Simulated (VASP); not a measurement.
Wanted: the native input for a VASP 6.6.1 run.

* Task: relaxation of cell and atoms
* Functional: PBE
* Potentials or basis: VASP PAW PBE potentials, release 64 (Sr_sv, B)
* Cutoff: 600 eV
* k mesh: 6 × 6 × 6
* Occupations: gaussian, width 0.1 eV
* Spin: no spin polarisation
* Dipole correction: no
* Further INCAR settings: ALGO = Normal; EDIFF = 1e-07; IBRION = 2; EDIFFG = -0.04; NSW = 90; ISIF = 3

The structure of SrB2 lies in POSCAR:

```
SrB2
1.0
    0.0000000000      2.6542415000      2.6542415000
    2.6542415000      0.0000000000      2.6542415000
    2.6542415000      2.6542415000      0.0000000000
Sr B
1 2
Direct
    0.0000000000      0.0000000000      0.0000000000
    0.2500000000      0.2500000000      0.2500000000
    0.7500000000      0.7500000000      0.7500000000
```

One way to write it, as run:

INCAR

```
PREC = Accurate ; ENCUT = 600
EDIFF = 1E-7 ; ISMEAR = 0
SIGMA = 0.1 ; LREAL = False
LASPH = True ; NELM = 100
ALGO = Normal ; ISIF = 3
LWAVE = False ; LCHARG = False
GGA = PE ; IBRION = 2
NSW = 90 ; EDIFFG = -0.04
```

KPOINTS

```
Automatic mesh
0
Gamma
  6 6 6
```

Potentials or basis: VASP PAW PBE potentials, release 64 (Sr_sv, B).

Run with:

```bash
$ cat potpaw_PBE.64/Sr_sv/POTCAR potpaw_PBE.64/B/POTCAR > POTCAR
$ mpirun -np 1 vasp_std > vasp.out
```

Results of the run:

```yaml
Relaxed_volume: 20.97 Å³/atom
Relaxed_cell: a = 4.464 Å, b = 4.464 Å, c = 4.464 Å, α = 60.00°, β = 60.00°, γ = 60.00°
Space_group_after_relaxing_to_0.05_Å: Fm-3m (No. 225)
Energy_gained_by_relaxing: 897.8 meV/atom
Ionic_steps: 2
Pressure_after_relaxing: 0.3 GPa
Band_gap_on_the_k_mesh: zero (band 8 reaches 1.41 eV, above the bottom of band 9 at 0.29 eV)
```

Caveat: the volume moved by over 15 % at a fixed basis, so the end points are rough.

Run time: 43 s on 1 thread of AMD EPYC 7R13, on a shared host, peak memory 0.14 GiB.
